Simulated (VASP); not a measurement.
Set up this calculation in VASP 6.6.1, as the native input.

- Task: single point
- Functional: r2SCAN
- Potentials or basis: VASP PAW PBE potentials, release 64 (K_sv)
- Cutoff: 520 eV
- k mesh: 12 × 12 × 12
- Occupations: gaussian, width 0.05 eV
- Spin: no spin polarisation
- Dipole correction: no
- Further INCAR settings: ALGO = Normal; EDIFF = 1e-07; NBANDS = 10

Crystal: K.

```
K
1.0
    -2.67421    2.67421    2.67421
     2.67421   -2.67421    2.67421
     2.67421    2.67421   -2.67421
K
1
Direct
  0.00000 0.00000 0.00000
```

The input as run:

POSCAR

```
K
1.0
   -2.6742096358      2.6742096358      2.6742096358
    2.6742096358     -2.6742096358      2.6742096358
    2.6742096358      2.6742096358     -2.6742096358
K
1
Direct
    0.0000000000      0.0000000000      0.0000000000
```

INCAR.step1

```
PREC = Accurate ; ENCUT = 520
ISMEAR = 0 ; SIGMA = 0.05
LREAL = False ; LASPH = True
NELM = 80 ; NBANDS = 10
GGA = PE ; ALGO = Normal
EDIFF = 1E-4 ; LWAVE = True
LCHARG = False
```

INCAR.step2

```
PREC = Accurate ; ENCUT = 520
EDIFF = 1E-7 ; ISMEAR = 0
SIGMA = 0.05 ; LREAL = False
LASPH = True ; NELM = 80
ALGO = Normal ; ISIF = 2
LWAVE = False ; LCHARG = False
METAGGA = R2SCAN ; LMIXTAU = True
NBANDS = 10 ; ISTART = 1
```

KPOINTS

```
regular mesh
0
Gamma
  12 12 12
```

Potentials or basis: VASP PAW PBE potentials, release 64 (K_sv).

Launch:

```sh
$ cat potpaw_PBE.64/K_sv/POTCAR > POTCAR
$ cp INCAR.step1 INCAR
$ mpirun -np 1 vasp_std > vasp.out
$ cp INCAR.step2 INCAR
$ mpirun -np 1 vasp_std > vasp.out
```

Results of the run:

* Pressure: 0.0 GPa

Caveat: the PAW data sets were made with another functional, which shifts forces and pressure a little.

It took 6.7 min on 1 thread of Intel Xeon 8259CL, with other jobs on the host, peak memory 0.24 GiB.
